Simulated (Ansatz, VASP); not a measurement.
# Two plane-wave programs on RbBi

Contents of INCAR:

```
SYSTEM = RbBi
ALGO = Normal
EDIFF = 1E-6
ENCUT = 520
ISIF = 2
ISMEAR = 1
LASPH = .True.
LCHARG = .True.
LELF = .True.
LREAL = .False.
LVHAR = .True.
LWAVE = .False.
NBANDS = 19
NELM = 100
PREC = Accurate
SIGMA = 0.1
```

File KPOINTS:

```
k-points
0
Gamma
  7 7 9
  0 0 0
```

File POSCAR:

```
RbBi
1.0
    4.6852660000      0.0000000000      0.0000000000
    0.0000000000      4.6852660000      0.0000000000
    0.0000000000      0.0000000000      3.8588810000
Rb Bi
1 1
Direct
    0.5000000000      0.5000000000      0.5000000000
    0.0000000000      0.0000000000      0.0000000000
```

Input for Ansatz:

```yaml
crystal:
  lattice:
    - [4.685266, 0.0, 0.0]
    - [0.0, 4.685266, 0.0]
    - [0.0, 0.0, 3.858881]
  atoms:
    - { symbol: Rb, position: [0.5, 0.5, 0.5] }
    - { symbol: Bi, position: [0.0, 0.0, 0.0] }
kpoints:
  mp_grid:
    grid: [7, 7, 9]
hamiltonian:
  xc: lda
  pseudopotentials:
    kind: paw
scf:
  occupations:
    method: methfessel_paxton
    width: 0.1
output:
  forces: true
  stress: true
  eigenvalues: true
```

Alike in both runs: task single point; functional LDA; k mesh 7 × 7 × 9; occupations methfessel-paxton of order 1, width 0.1 eV; no spin polarisation.

```csv
,VASP,Ansatz
version,VASP 6.6.1,Ansatz 0.2.0
potentials or method,"VASP PAW LDA potentials, release 64 (Rb_sv, Bi_d)","plane waves, PAW"
plane-wave cutoff (eV),520,420
valence electrons in the cell,24,24
```

```tsv
	VASP	Ansatz	Ansatz less VASP
gap on the k mesh at the Fermi level (eV)	none	none	-
pressure (GPa)	-2.5	-2.5	+0.01
traceless stress, the component that is largest in VASP (GPa)	-1.05	-1.04	+0.010
```

LDA's correlation is that of Perdew and Zunger in VASP and of Perdew and Wang (1992) in Ansatz. A gap of «none» marks a metal or a gap that the smearing closes.

Neither program's run includes spin-orbit coupling.
